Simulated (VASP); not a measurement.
# K4CrAs2 (R-3m) in VASP: single point with PBE

Aim: the single point of K4CrAs2 with PBE.

All numbers are computed with VASP 6.6.1; they aren't measurements. Logs are shortened: lines on timing, memory, paths and dates and some standing lists are left out, and cuts for length are marked.

## (1) The cell of the first run

The structure is trigonal, space group R-3m (No. 166). Conventional cell: a = 5.745 Å, b = 5.745 Å, c = 26.092 Å, α = 90.00°, β = 90.00°, γ = 120.00°. Within 2.8 Å of Cr (site symmetry -3m) lie 2 As at 2.08 Å. K (site symmetry 3m) has 6 As at 3.45 to 4.61 Å and 3 Cr at 3.50 Å and 7 K at 3.95 to 4.38 Å within 4.7 Å. Within 4.4 Å of K (site symmetry 3m) lie 4 As at 3.35 to 3.52 Å and 7 K at 3.95 to 4.38 Å. As (site symmetry 3m) has 1 Cr at 2.08 Å within 2.8 Å.

## (2) Single point, PBE

File POSCAR:

```
K4CrAs2
1.0
    2.8724660000      4.9752560000      0.0000000000
   -2.8724660000      4.9752560000      0.0000000000
    0.0000000000     -3.3168340000      8.6972390000
Cr K As
1 4 2
Direct
    0.0000000000      0.0000000000      0.0000000000
    0.3761500000      0.3761500000      0.1284500000
    0.6238500000      0.6238500000      0.8715500000
    0.2083300000      0.2083300000      0.6249900000
    0.7916700000      0.7916700000      0.3750100000
    0.0798500000      0.0798500000      0.2395500000
    0.9201500000      0.9201500000      0.7604500000
```

File INCAR.step1:

```
SYSTEM = K4CrAs2
PREC = Accurate
ENCUT = 400
EDIFF = 1E-6
ISMEAR = -1
SIGMA = 0.1
LREAL = .FALSE.
LASPH = .TRUE.
NELM = 120
ALGO = Normal
ISIF = 2
LWAVE = .FALSE.
LCHARG = .TRUE.
LMAXMIX = 4
GGA = PE
NBANDS = 38
GGA_COMPAT = .FALSE.
NEDOS = 2001
LORBIT = 11
```

File KPOINTS.step1:

```
Automatic mesh
0
G
  7 7 7
  0 0 0
```

File INCAR.step2:

```
SYSTEM = K4CrAs2
PREC = Accurate
ENCUT = 400
EDIFF = 1E-6
ISMEAR = -5
SIGMA = 0.1
LREAL = .FALSE.
LASPH = .TRUE.
NELM = 120
ALGO = Normal
ISIF = 2
LWAVE = .FALSE.
LCHARG = .FALSE.
LMAXMIX = 4
GGA = PE
LORBIT = 11
NEDOS = 2001
ICHARG = 11
GGA_COMPAT = .FALSE.
```

File KPOINTS.step2:

```
Automatic mesh
0
G
  11 11 11
  0 0 0
```

Potentials or basis: VASP PAW PBE potentials, release 64 (Cr_pv, K_sv, As).

Launch:

```sh
cat potpaw_PBE.64/Cr_pv/POTCAR potpaw_PBE.64/K_sv/POTCAR potpaw_PBE.64/As/POTCAR > POTCAR
cp INCAR.step1 INCAR
cp KPOINTS.step1 KPOINTS
mpirun -np 1 vasp_std > vasp.out
cp INCAR.step2 INCAR
cp KPOINTS.step2 KPOINTS
mpirun -np 1 vasp_std > vasp.out
```

OUTCAR:

```text
SYSTEM = K4CrAs2
   PREC = Accurate
   ENCUT = 400
   EDIFF = 1E-6
   ISMEAR = -5
   LREAL = .FALSE.
   LASPH = .TRUE.
   NELM = 120
   ISIF = 2
   GGA = PE
   LORBIT = 11
   ICHARG = 11

 ion  position               nearest neighbor table
   1  0.000  0.000  0.000-   6 2.08   7 2.08
   2  0.376  0.376  0.128-
   3  0.624  0.624  0.872-
   4  0.208  0.208  0.625-   6 3.35
   5  0.792  0.792  0.375-   7 3.35
   6  0.080  0.080  0.240-   1 2.08   4 3.35
   7  0.920  0.920  0.760-   1 2.08   5 3.35

  LATTYP: Found a trigonal (rhomboedric) cell.
 ALAT       =     9.3082431572
 COS(alpha) =     0.8095397501

  Lattice vectors:

 A1 = (   2.8724660000,   1.6584220000,   8.6972390000)
 A2 = (  -2.8724660000,   1.6584220000,   8.6972390000)
 A3 = (   0.0000000000,  -3.3168340000,   8.6972390000)

Analysis of symmetry for initial positions (statically):
=====================================================================
 Subroutine PRICEL returns:
 Original cell was already a primitive cell.

 Routine SETGRP: Setting up the symmetry group for a
 trigonal (rhombohedral) supercell.

 Subroutine GETGRP returns: Found 12 space group operations
 (whereof 12 operations were pure point group operations)
 out of a pool of 12 trial point group operations.

The static configuration has the point symmetry D_3d.

Analysis of symmetry for dynamics (positions and initial velocities):
=====================================================================
 Subroutine PRICEL returns:
 Original cell was already a primitive cell.

 Routine SETGRP: Setting up the symmetry group for a
 trigonal (rhombohedral) supercell.

 Subroutine GETGRP returns: Found 12 space group operations
 (whereof 12 operations were pure point group operations)
 out of a pool of 12 trial point group operations.

The dynamic configuration has the point symmetry D_3d.

 Subroutine INISYM returns: Found 12 space group operations
 (whereof 12 operations are pure point group operations),
 and found     1 'primitive' translations

----------------------------------------------------------------------------------------

                                     Primitive cell

  volume of cell :     248.5889

  direct lattice vectors                    reciprocal lattice vectors
     2.872466000  4.975256000  0.000000000     0.174066464  0.100497341  0.038326301
    -2.872466000  4.975256000  0.000000000    -0.174066464  0.100497341  0.038326301
     0.000000000 -3.316834000  8.697239000     0.000000000  0.000000000  0.114979018

  length of vectors
     5.744931086  5.744931086  9.308241188     0.204616116  0.204616116  0.114979018

  position of ions in fractional coordinates (direct lattice)
     0.000000000  0.000000000  0.000000000
     0.376150000  0.376150000  0.128450000
     0.623850000  0.623850000  0.871550000
     0.208330000  0.208330000  0.624990000
     0.791670000  0.791670000  0.375010000
     0.079850000  0.079850000  0.239550000
     0.920150000  0.920150000  0.760450000

  ion indices of the primitive-cell ions
   primitive index   ion index
                 1           1
                 2           2
                 3           3
                 4           4
                 5           5
                 6           6
                 7           7

----------------------------------------------------------------------------------------

 KPOINTS: Automatic mesh

Automatic generation of k-mesh.
 Grid dimensions read from file:
 generate k-points for:   11   11   11

 Generating k-lattice:

  Cartesian coordinates                     Fractional coordinates (reciprocal lattice)
     0.015824224  0.009136122  0.003484209     0.090909091 -0.000000000  0.000000000
    -0.015824224  0.009136122  0.003484209    -0.000000000  0.090909091  0.000000000
     0.000000000  0.000000000  0.010452638     0.000000000  0.000000000  0.090909091

  Length of vectors
     0.018601465  0.018601465  0.010452638

  Shift w.r.t. Gamma in fractional coordinates (k-lattice)
     0.000000000  0.000000000  0.000000000

 TETIRR: Found    671 inequivalent tetrahedra from     7986

 Subroutine IBZKPT returns following result:
 ===========================================

 Found    146 irreducible k-points:

 Following reciprocal coordinates:
            Coordinates               Weight
  0.000000  0.000000  0.000000      1.000000
  0.090909  0.000000 -0.000000      6.000000
  0.181818  0.000000 -0.000000      6.000000
  0.272727  0.000000 -0.000000      6.000000
  0.363636  0.000000 -0.000000      6.000000
  0.454545  0.000000 -0.000000      6.000000
[... 16 lines left out ...]
 -0.272727  0.181818 -0.000000     12.000000
 -0.181818  0.181818  0.000000      6.000000
 [... further k-points ...]
   k-points           NKPTS =    146   k-points in BZ     NKDIM =    146   number of bands    NBANDS=     34
   number of dos      NEDOS =   2001   number of ions     NIONS =      7
   total plane-waves  NPLWV = 102400
   dimension x,y,z NGX =    40 NGY =   40 NGZ =   64
   dimension x,y,z NGXF=    80 NGYF=   80 NGZF=  128
   ions per type =               1   4   2
   NGX,Y,Z   is equivalent  to a cutoff of  11.58, 11.58, 11.43 a.u.
   NGXF,Y,Z  is equivalent  to a cutoff of  23.15, 23.15, 22.86 a.u.
 SYSTEM =  K4CrAs2
   PREC   = accura    normal or accurate (medium, high low for compatibility)
   ISTART =      0    job   : 0-new  1-cont  2-samecut
   ICHARG =     11    charge: 1-file 2-atom 10-const
   ISPIN  =      1    spin polarized calculation?
   LNONCOLLINEAR =      F non collinear calculations
   LSORBIT =      F    spin-orbit coupling
   LASPH  =      T    aspherical Exc in radial PAW
   ENCUT  =  400.0 eV  29.40 Ry    5.42 a.u.   9.37  9.37 15.18*2*pi/ulx,y,z
   NELM   =    120;   NELMIN=  2; NELMDL=  0     # of ELM steps
   EDIFF  = 0.1E-05   stopping-criterion for ELM
   LREAL  =      F    real-space projection
   EDIFFG = 0.1E-04   stopping-criterion for IOM
   NSW    =      0    number of steps for IOM
   IBRION =     -1    ionic relax: 0-MD 1-quasi-New 2-CG
   NFREE  =      0    steps in history (QN), initial steepest desc. (CG)
   ISIF   =      2    stress and relaxation
   ISYM   =      2    0-nonsym 1-usesym 2-fastsym
   POTIM  = 0.5000    time-step for ionic-motion
   TEBEG  =    0.0;   TEEND  =   0.0 temperature during run
   PSTRESS=    0.0 pullay stress
   NELECT =      58.0000    total number of electrons
   NUPDOWN=      -1.0000    fix difference up-down
   EMIN   =  10.00;   EMAX   =-10.00  energy-range for DOS
   EFERMI =   0.00;   METHOD = LEGACY
   ISMEAR =    -5;   SIGMA  =   0.10  broadening in eV -4-tet -1-fermi 0-gaus
   EFERMI_NEDOS =   21; number of points for ismear=-14 and -15
   IALGO  =     38    algorithm
   IMIX   =      4    mixing-type and parameters
     AMIX     =   0.40;   BMIX     =  1.00
     AMIX_MAG =   1.60;   BMIX_MAG =  1.00
  volume/ion in A,a.u.               =      35.51       239.65
  Fermi-wavevector in a.u.,A,eV,Ry     =   1.007837  1.904536 13.819916  1.015735
  Thomas-Fermi vector in A             =   2.140667
   LORBIT       =     11    0 simple, 1 ext, 2 COOP (PROOUT), +10 PAW based schemes
   GGA     = PE    functional components
   LHFCALC =     F    Hartree Fock is set to
   AEXX    =    0.0000 exact exchange contribution
   IVDW    =     0    specifies the selected vdW correction
   LEPSILON=     F    determine dielectric tensor
   LRPA    =     F    only Hartree local field effects (RPA)
 non-spin polarized calculation
 Fermi weights with tetrahedron method with Bloechl corrections
  energy-cutoff  :      400.00
  volume of cell :      248.59
 maximum number of plane-waves:      4552
 NGX is ok and might be reduce to    40

 number of electron      58.0000000 magnetization

 Free energy of the ion-electron system (eV)
  ---------------------------------------------------
  ext. energy  EPLUGINS =         0.00000000
  ---------------------------------------------------
  free energy    TOTEN  =       -22.12307284 eV

  energy without entropy =      -22.12307284  energy(sigma->0) =      -22.12307284

 E-fermi :   1.3979     XC(G=0):  -7.4687

 val. band max:        1.3979209362   @ k =   0.0000   0.0000   0.2727
 cond. band min:       1.3978643438   @ k =   0.0000   0.0000   0.4545
 fundamental gap:     -0.0000565925
 Fermi energy:         1.3978855429

 k-point     1 :       0.0000    0.0000    0.0000
  band No.  band energies     occupation
      1     -41.4185      2.00000
      2     -41.2872      2.00000
      3     -41.2872      2.00000
      4     -29.9707      2.00000
      5     -29.9524      2.00000
      6     -29.4389      2.00000
[... 26 lines left out ...]
     33       2.5787      0.00000
     34       3.9204      0.00000

 k-point     2 :       0.0909    0.0000   -0.0000
  band No.  band energies     occupation
      1     -41.4184      2.00000
      2     -41.2872      2.00000
      3     -41.2872      2.00000
      4     -29.9703      2.00000
      5     -29.9527      2.00000
      6     -29.4386      2.00000
[... 26 lines left out ...]
     33       2.5732      0.00000
     34       4.0454      0.00000

 k-point     3 :       0.1818    0.0000   -0.0000
  band No.  band energies     occupation
      1     -41.4184      2.00000
      2     -41.2872      2.00000
      3     -41.2872      2.00000
      4     -29.9693      2.00000
      5     -29.9536      2.00000
      6     -29.4377      2.00000
[... 26 lines left out ...]
     33       2.7294      0.00000
     34       3.8077      0.00000
[... 704 lines left out ...]
 k-point    23 :      -0.2727    0.1818   -0.0000
  band No.  band energies     occupation
      1     -41.4184      2.00000
      2     -41.2872      2.00000
      3     -41.2871      2.00000
      4     -29.9651      2.00000
      5     -29.9573      2.00000
      6     -29.4340      2.00000
[... 26 lines left out ...]
     33       2.9621      0.00000
     34       3.9134      0.00000

 k-point    24 :      -0.1818    0.1818    0.0000
  band No.  band energies     occupation
      1     -41.4184      2.00000
      2     -41.2872      2.00000
      3     -41.2871      2.00000
      4     -29.9669      2.00000
      5     -29.9557      2.00000
      6     -29.4356      2.00000
[... 26 lines left out ...]
     33       2.9502      0.00000
     34       3.7775      0.00000

 [... further k-points ...]
[... 5 lines left out ...]
  --------------------------------------------------------------------------------------
  -------------------------------------------------------------------------------------
  Total       -1.2888193     -1.2888187     14.3144538      0.0000000      0.0000055      0.0000000
  in kB       -8.3065536     -8.3065501     92.2579145      0.0000000      0.0000354      0.0000000
  external PRESSURE =      25.2149369 kB  Pullay stress =       0.0000000 kB

 VOLUME and BASIS-vectors are now :
 -----------------------------------------------------------------------------
  energy-cutoff  :      400.00
  volume of cell :      248.59
      direct lattice vectors                 reciprocal lattice vectors
     2.872466000  4.975256000  0.000000000     0.174066464  0.100497341  0.038326301
    -2.872466000  4.975256000  0.000000000    -0.174066464  0.100497341  0.038326301
     0.000000000 -3.316834000  8.697239000     0.000000000  0.000000000  0.114979018

 POSITION                                       TOTAL-FORCE (eV/Angst)
 -----------------------------------------------------------------------------------
      0.00000      0.00000      0.00000         0.000000      0.000000      0.000000
      0.00000      3.31684      1.11716         0.000000     -0.000000     -0.064757
      0.00000      3.31684      7.58008         0.000000      0.000000      0.064757
      0.00000      0.00000      5.43569         0.000000      0.000000      0.259001
      0.00000      6.63368      3.26155         0.000000     -0.000000     -0.259001
      0.00000      0.00000      2.08342         0.000000      0.000002      3.922801
      0.00000      6.63368      6.61382         0.000000     -0.000002     -3.922801
 -----------------------------------------------------------------------------------
    total drift:                                0.000000     -0.000000     -0.000000

  FREE ENERGIE OF THE ION-ELECTRON SYSTEM (eV)
  ---------------------------------------------------
  free  energy   TOTEN  =       -22.1230728409 eV

  energy  without entropy=      -22.1230728409  energy(sigma->0) =      -22.12307284

 total charge

# of ion       s       p       d       tot
------------------------------------------
    1        0.441   6.325   4.167  10.934
    2        1.973   5.570   0.032   7.575
    3        1.973   5.570   0.032   7.575
    4        1.966   5.569   0.027   7.563
    5        1.966   5.569   0.027   7.563
    6        1.239   1.616   0.023   2.878
    7        1.239   1.616   0.023   2.878
--------------------------------------------------
tot         10.799  31.836   4.331  46.966
```

Run time: 8.2 min. Hardware: 1 thread of AMD EPYC 9R45 (Zen 5), shared host; peak memory 0.81 GiB.

Results:

| Item | Value |
| --- | --- |
| Valence electrons inside the program's atomic spheres | Cr 10.93; K 7.58, 7.56 (each value once); As 2.88 |

Caveat: the run has no spin polarisation, though such a crystal can be magnetic.
